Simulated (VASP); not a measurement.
A run of VASP 6.6.1:

The input POSCAR:

```
CoSi16
1.0
    0.0000000000      5.4300000000      5.4300000000
    5.4300000000      0.0000000000      5.4300000000
    5.4300000000      5.4300000000      0.0000000000
Si Co
16 1
Direct
   -0.0077112339     -0.0078281768      0.0233613260
    0.1267561694      0.1261335175      0.1295029466
   -0.0018825967      0.0100168508      0.5010991713
    0.1222931860      0.1082022099      0.6490755064
    0.0064685083      0.4993939227     -0.0042209945
    0.1246989871      0.6173553407      0.1322851750
    0.0054209024      0.4816069061      0.5040674954
    0.1316848987      0.6173675875      0.6243149171
    0.4995368324      0.0077062615     -0.0070270718
    0.6178270718      0.1256377532      0.1294447514
    0.4926461326      0.0076297422      0.5009155617
    0.6188105893      0.1434383978      0.6211881215
    0.4974836096      0.4989040516     -0.0042206262
    0.6319892265      0.6328890424      0.1018616022
    0.5020091160      0.5168439227      0.4761573665
    0.6261115101      0.6150932781      0.6241660221
    0.8122153775      0.8124794659      0.5626976980
```

The input INCAR.step1:

```
SYSTEM = CoSi16
ALGO = Normal
EDIFF = 1E-5
ENCUT = 580
GGA = PE
GGA_COMPAT = .False.
ISMEAR = 0
ISPIN = 2
LASPH = .True.
LCHARG = .False.
LMAXMIX = 4
LREAL = .False.
LWAVE = .True.
MAGMOM = 0 0 0 0 0 0 0 0 0 0 0 0 0 0 0 0 1.11
NBANDS = 54
NELM = 200
PREC = Accurate
SIGMA = 0.05
```

Contents of INCAR.step2:

```
SYSTEM = CoSi16
ALGO = Normal
EDIFF = 1E-6
ENCUT = 580
GGA_COMPAT = .False.
ISIF = 2
ISMEAR = 0
ISPIN = 2
ISTART = 1
IVDW = 12
LASPH = .True.
LCHARG = .False.
LMAXMIX = 4
LMIXTAU = .True.
LORBIT = 11
LREAL = .False.
LWAVE = .False.
MAGMOM = 0 0 0 0 0 0 0 0 0 0 0 0 0 0 0 0 1.11
METAGGA = R2SCAN
NBANDS = 54
NELM = 200
PREC = Accurate
SIGMA = 0.05
VDW_A1 = 0.49484001
VDW_A2 = 5.73083694
VDW_S6 = 1.0
VDW_S8 = 0.78981345
```

KPOINTS

```
k-points
0
Gamma
  2 2 2
  0 0 0
```

Potentials or basis: VASP PAW PBE potentials, release 64 (Si, Co).

The run is started by

```sh
$ cat potpaw_PBE.64/Si/POTCAR potpaw_PBE.64/Co/POTCAR > POTCAR
$ cp INCAR.step1 INCAR
$ mpirun -np 1 vasp_std > vasp.out
$ cp INCAR.step2 INCAR
$ mpirun -np 1 vasp_std > vasp.out
```

Hardware: 1 thread of Intel(R) Xeon(R) 6975P-C (Granite Rapids), with other jobs on the host.

**Question.** Estimate the wall time of this run.

**Answer.** Run time: 19 min on 1 thread of Intel(R) Xeon(R) 6975P-C (Granite Rapids) (shared host), peak memory 0.89 GiB. Counts: k points 8.
